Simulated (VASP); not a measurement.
# P (Fm-3m) in VASP: further runs

The runs below take P through single point, relaxation of cell and atoms, with LDA.

Everything below comes from runs of VASP 6.6.1. Logs are shortened: lines on timing, memory, paths and dates and some standing lists are left out, and cuts for length are marked.

### 1 The cell of the first run

It takes space group Fm-3m (No. 225, cubic). Conventional cell: a = 3.812 Å, b = 3.812 Å, c = 3.812 Å, α = 90.00°, β = 90.00°, γ = 90.00°. Within 3.6 Å of P (site symmetry m-3m) lie 12 P at 2.70 Å.

### 2 Single point, LDA

The input, INCAR:

```
SYSTEM = P
PREC = Accurate ; ENCUT = 520
EDIFF = 1E-6 ; ISMEAR = -1
SIGMA = 0.1 ; LREAL = .False.
LASPH = .True. ; NELM = 60
ALGO = Normal ; ISIF = 2
LWAVE = .False. ; LCHARG = .False.
NBANDS = 8
```

The input, KPOINTS:

```
Automatic mesh
0
Gamma
  17 17 17
  0 0 0
```

The input, POSCAR:

```
P
1.0
    0.0000000000      1.9060334215      1.9060334215
    1.9060334215      0.0000000000      1.9060334215
    1.9060334215      1.9060334215      0.0000000000
P
1
Direct
    0.0000000000      0.0000000000      0.0000000000
```

Potentials or basis: VASP PAW LDA potentials, release 64 (P).

On the command line:

```bash
$ cat potpaw_LDA.64/P/POTCAR > POTCAR
$ mpirun -np 1 vasp_std > vasp.out
```

OUTCAR:

```text
SYSTEM = P
   PREC = Accurate
   ENCUT = 520
   EDIFF = 1E-6
   ISMEAR = -1
   LREAL = .False.
   LASPH = .True.
   NELM = 60
   ISIF = 2

 ion  position               nearest neighbor table
   1  0.000  0.000  0.000-

  LATTYP: Found a face centered cubic cell.
 ALAT       =     3.8120668430

  Lattice vectors:

 A1 = (   0.0000000000,   1.9060334215,   1.9060334215)
 A2 = (   1.9060334215,   0.0000000000,   1.9060334215)
 A3 = (   1.9060334215,   1.9060334215,   0.0000000000)

Analysis of symmetry for initial positions (statically):
=====================================================================
 Subroutine PRICEL returns:
 Original cell was already a primitive cell.

 Routine SETGRP: Setting up the symmetry group for a
 face centered cubic supercell.

 Subroutine GETGRP returns: Found 48 space group operations
 (whereof 48 operations were pure point group operations)
 out of a pool of 48 trial point group operations.

The static configuration has the point symmetry O_h .

Analysis of symmetry for dynamics (positions and initial velocities):
=====================================================================
 Subroutine PRICEL returns:
 Original cell was already a primitive cell.

 Routine SETGRP: Setting up the symmetry group for a
 face centered cubic supercell.

 Subroutine GETGRP returns: Found 48 space group operations
 (whereof 48 operations were pure point group operations)
 out of a pool of 48 trial point group operations.

The dynamic configuration has the point symmetry O_h .

 Subroutine INISYM returns: Found 48 space group operations
 (whereof 48 operations are pure point group operations),
 and found     1 'primitive' translations

----------------------------------------------------------------------------------------

                                     Primitive cell

  volume of cell :      13.8491

  direct lattice vectors                    reciprocal lattice vectors
     0.000000000  1.906033422  1.906033422    -0.262324886  0.262324886  0.262324886
     1.906033422  0.000000000  1.906033422     0.262324886 -0.262324886  0.262324886
     1.906033422  1.906033422  0.000000000     0.262324886  0.262324886 -0.262324886

  length of vectors
     2.695538315  2.695538315  2.695538315     0.454360031  0.454360031  0.454360031

  position of ions in fractional coordinates (direct lattice)
     0.000000000  0.000000000  0.000000000

  ion indices of the primitive-cell ions
   primitive index   ion index
                 1           1

----------------------------------------------------------------------------------------

 KPOINTS: Automatic mesh

Automatic generation of k-mesh.
 Grid dimensions read from file:
 generate k-points for:   17   17   17

 Generating k-lattice:

  Cartesian coordinates                     Fractional coordinates (reciprocal lattice)
    -0.015430876  0.015430876  0.015430876     0.058823529  0.000000000  0.000000000
     0.015430876 -0.015430876  0.015430876     0.000000000  0.058823529  0.000000000
     0.015430876  0.015430876 -0.015430876     0.000000000  0.000000000  0.058823529

  Length of vectors
     0.026727061  0.026727061  0.026727061

  Shift w.r.t. Gamma in fractional coordinates (k-lattice)
     0.000000000  0.000000000  0.000000000

 Subroutine IBZKPT returns following result:
 ===========================================

 Found    165 irreducible k-points:

 Following reciprocal coordinates:
            Coordinates               Weight
  0.000000  0.000000  0.000000      1.000000
  0.058824  0.000000  0.000000      8.000000
  0.117647  0.000000  0.000000      8.000000
  0.176471  0.000000  0.000000      8.000000
  0.235294  0.000000  0.000000      8.000000
  0.294118  0.000000  0.000000      8.000000
[... 16 lines left out ...]
 -0.176471  0.058824  0.000000     24.000000
 -0.117647  0.058824  0.000000     24.000000
 [... further k-points ...]
   k-points           NKPTS =    165   k-points in BZ     NKDIM =    165   number of bands    NBANDS=      8
   number of dos      NEDOS =    301   number of ions     NIONS =      1
   total plane-waves  NPLWV =   8000
   dimension x,y,z NGX =    20 NGY =   20 NGZ =   20
   dimension x,y,z NGXF=    40 NGYF=   40 NGZF=   40
   ions per type =               1
   NGX,Y,Z   is equivalent  to a cutoff of  12.33, 12.33, 12.33 a.u.
   NGXF,Y,Z  is equivalent  to a cutoff of  24.67, 24.67, 24.67 a.u.
 SYSTEM =  P
   PREC   = accura    normal or accurate (medium, high low for compatibility)
   ISTART =      0    job   : 0-new  1-cont  2-samecut
   ICHARG =      2    charge: 1-file 2-atom 10-const
   ISPIN  =      1    spin polarized calculation?
   LNONCOLLINEAR =      F non collinear calculations
   LSORBIT =      F    spin-orbit coupling
   LASPH  =      T    aspherical Exc in radial PAW
   ENCUT  =  520.0 eV  38.22 Ry    6.18 a.u.   5.01  5.01  5.01*2*pi/ulx,y,z
   NELM   =     60;   NELMIN=  2; NELMDL= -5     # of ELM steps
   EDIFF  = 0.1E-05   stopping-criterion for ELM
   LREAL  =      F    real-space projection
   EDIFFG = 0.1E-04   stopping-criterion for IOM
   NSW    =      0    number of steps for IOM
   IBRION =     -1    ionic relax: 0-MD 1-quasi-New 2-CG
   NFREE  =      0    steps in history (QN), initial steepest desc. (CG)
   ISIF   =      2    stress and relaxation
   ISYM   =      2    0-nonsym 1-usesym 2-fastsym
   POTIM  = 0.5000    time-step for ionic-motion
   TEBEG  =    0.0;   TEEND  =   0.0 temperature during run
   PSTRESS=    0.0 pullay stress
   NELECT =       5.0000    total number of electrons
   NUPDOWN=      -1.0000    fix difference up-down
   EMIN   =  10.00;   EMAX   =-10.00  energy-range for DOS
   EFERMI =   0.00;   METHOD = LEGACY
   ISMEAR =    -1;   SIGMA  =   0.10  broadening in eV -4-tet -1-fermi 0-gaus
   EFERMI_NEDOS =   21; number of points for ismear=-14 and -15
   IALGO  =     38    algorithm
   IMIX   =      4    mixing-type and parameters
     AMIX     =   0.40;   BMIX     =  1.00
     AMIX_MAG =   1.60;   BMIX_MAG =  1.00
  volume/ion in A,a.u.               =      13.85        93.46
  Fermi-wavevector in a.u.,A,eV,Ry     =   1.165711  2.202875 18.488722  1.358883
  Thomas-Fermi vector in A             =   2.302234
   LORBIT       =      0    0 simple, 1 ext, 2 COOP (PROOUT), +10 PAW based schemes
   GGA     = CA    functional components
   LHFCALC =     F    Hartree Fock is set to
   AEXX    =    0.0000 exact exchange contribution
   IVDW    =     0    specifies the selected vdW correction
   LEPSILON=     F    determine dielectric tensor
   LRPA    =     F    only Hartree local field effects (RPA)
 non-spin polarized calculation
  energy-cutoff  :      520.00
  volume of cell :       13.85
 maximum number of plane-waves:       382
   NGX =  9   NGY =  9   NGZ =  9

 number of electron       4.9999999 magnetization

 Free energy of the ion-electron system (eV)
  ---------------------------------------------------
  ext. energy  EPLUGINS =         0.00000000
  ---------------------------------------------------
  free energy    TOTEN  =        -5.30960910 eV

  energy without entropy =       -5.29014605  energy(sigma->0) =       -5.29987757

 E-fermi :  10.4712     XC(G=0): -11.7587

 val. band max:       10.4379443780   @ k =   0.4706   0.4118   0.0000
 cond. band min:      10.4902479391   @ k =  -0.3529   0.3529   0.1176
 fundamental gap:      0.0523035610
 Fermi energy:        10.4711798186

 k-point     1 :       0.0000    0.0000    0.0000
  band No.  band energies     occupation
      1      -6.3499      2.00000
      2      17.5905      0.00000
      3      17.5905      0.00000
      4      17.5906      0.00000
      5      22.0008      0.00000
      6      22.0008      0.00000
      7      22.0008      0.00000
      8      28.4689      0.00000

 k-point     2 :       0.0588    0.0000    0.0000
  band No.  band energies     occupation
      1      -6.2496      2.00000
      2      16.7042      0.00000
      3      17.4272      0.00000
      4      17.4272      0.00000
      5      22.1250      0.00000
      6      22.2679      0.00000
      7      22.2679      0.00000
      8      28.0869      0.00000

 k-point     3 :       0.1176    0.0000    0.0000
  band No.  band energies     occupation
      1      -5.9494      2.00000
      2      14.7477      0.00000
      3      17.0459      0.00000
      4      17.0459      0.00000
      5      22.1710      0.00000
      6      22.8860      0.00000
      7      22.8860      0.00000
      8      27.3187      0.00000

 k-point     4 :       0.1765    0.0000    0.0000
  band No.  band energies     occupation
      1      -5.4506      2.00000
      2      12.4614      0.00000
      3      16.6145      0.00000
      4      16.6145      0.00000
      5      22.0405      0.00000
      6      23.3525      0.00000
      7      23.3525      0.00000
      8      26.9105      0.00000

 k-point     5 :       0.2353    0.0000    0.0000
  band No.  band energies     occupation
      1      -4.7564      2.00000
      2      10.1350      1.93299
      3      16.2278      0.00000
      4      16.2278      0.00000
      5      21.8521      0.00000
      6      23.1208      0.00000
      7      23.1208      0.00000
      8      27.5119      0.00000
[... 177 lines left out ...]
 k-point    22 :      -0.2353    0.0588    0.0000
  band No.  band energies     occupation
      1      -4.3942      2.00000
      2       9.4467      1.99993
      3      14.8028      0.00000
      4      16.6656      0.00000
      5      22.2149      0.00000
      6      22.5867      0.00000
      7      23.1983      0.00000
      8      26.7351      0.00000

 k-point    23 :      -0.1765    0.0588    0.0000
  band No.  band energies     occupation
      1      -5.1522      2.00000
      2      11.7471      0.00001
      3      15.1521      0.00000
      4      17.0765      0.00000
      5      22.2947      0.00000
      6      22.9768      0.00000
      7      23.8136      0.00000
      8      25.8420      0.00000

 k-point    24 :      -0.1176    0.0588    0.0000
  band No.  band energies     occupation
      1      -5.7162      2.00000
      2      14.0415      0.00000
      3      15.6311      0.00000
      4      17.4306      0.00000
      5      22.2692      0.00000
      6      22.6943      0.00000
      7      23.7695      0.00000
      8      26.1185      0.00000

 [... further k-points ...]
[... 5 lines left out ...]
  --------------------------------------------------------------------------------------
  -------------------------------------------------------------------------------------
  Total       -0.0108148     -0.0108148     -0.0108148      0.0000000      0.0000000     -0.0000000
  in kB       -1.2511423     -1.2511423     -1.2511423      0.0000000      0.0000000     -0.0000000
  external PRESSURE =      -1.2511423 kB  Pullay stress =       0.0000000 kB

 VOLUME and BASIS-vectors are now :
 -----------------------------------------------------------------------------
  energy-cutoff  :      520.00
  volume of cell :       13.85
      direct lattice vectors                 reciprocal lattice vectors
     0.000000000  1.906033422  1.906033422    -0.262324886  0.262324886  0.262324886
     1.906033422  0.000000000  1.906033422     0.262324886 -0.262324886  0.262324886
     1.906033422  1.906033422  0.000000000     0.262324886  0.262324886 -0.262324886

 POSITION                                       TOTAL-FORCE (eV/Angst)
 -----------------------------------------------------------------------------------
      0.00000      0.00000      0.00000         0.000000      0.000000     -0.000000
 -----------------------------------------------------------------------------------
    total drift:                                0.000000      0.000000     -0.000000

  FREE ENERGIE OF THE ION-ELECTRON SYSTEM (eV)
  ---------------------------------------------------
  free  energy   TOTEN  =        -5.3096091008 eV

  energy  without entropy=       -5.2901460476  energy(sigma->0) =       -5.29987757
```

Run time: 7.8 s. Hardware: 1 thread of AMD EPYC 7R13 (Zen 3), shared host; peak memory 0.09 GiB.

Results:

```yaml
Free_energy: -5.3096 eV
Pressure: -0.1 GPa
```

(Continued in part 2 of 2.)
